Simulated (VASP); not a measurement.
CdTe:

```
Cd Te
1.0
     0.00000    3.28211    3.28211
     3.28211    0.00000    3.28211
     3.28211    3.28211    0.00000
Cd Te
1 1
Cartesian
  0.0000 0.0000 0.0000
  4.9232 4.9232 4.9232
```

| Property | Result |
| --- | --- |
| Program | VASP 6.6.1 |
| Task | relaxation of cell and atoms |
| Functional | PBEsol |
| Potentials or basis | VASP PAW PBE potentials, release 64 (Cd, Te) |
| Cutoff | 600 eV |
| k mesh | 10 × 10 × 10 |
| Occupations | gaussian, width 0.02 eV |
| Spin | no spin polarisation |

At the start: pressure -1.2 GPa; volume 35.36 Å³/atom.

**Question.** How do energy, volume and symmetry change on relaxing?

**Answer.** Over 13 steps the energy falls by 4.3 meV/atom and the volume is 34.27 Å³/atom (-3.1 %); space group F-43m (No. 216, to 0.05 Å).

Step by step:
```csv
step,energy change (eV),largest force (eV/Å),pressure (GPa),volume (Å³)
1,0.0000,0.0000,-1.21,70.71
2,-0.0081,0.0000,0.31,68.02
3,-0.0086,0.0000,0.04,68.51
4,-0.0086,0.0000,-0.04,68.58
5,-0.0086,0.0000,-0.04,68.58
6,-0.0086,0.0000,-0.03,68.57
7,-0.0086,0.0000,-0.03,68.57
8,-0.0086,0.0000,-0.03,68.57
9,-0.0086,0.0000,-0.04,68.57
10,-0.0086,0.0000,-0.04,68.57
11,-0.0086,0.0000,-0.04,68.56
12,-0.0086,0.0000,-0.03,68.55
13,-0.0086,0.0000,-0.02,68.54
```

Final structure:
```yaml
crystal:
  lattice:
    - [0.00000, 3.24816, 3.24816]
    - [3.24816, 0.00000, 3.24816]
    - [3.24816, 3.24816, 0.00000]
  atoms:
    - { symbol: Cd, position: [0.00000, 0.00000, 0.00000] }
    - { symbol: Te, position: [0.75000, 0.75000, 0.75000] }
```

Caveat: the PAW data sets were made with another functional, which shifts forces and pressure a little.
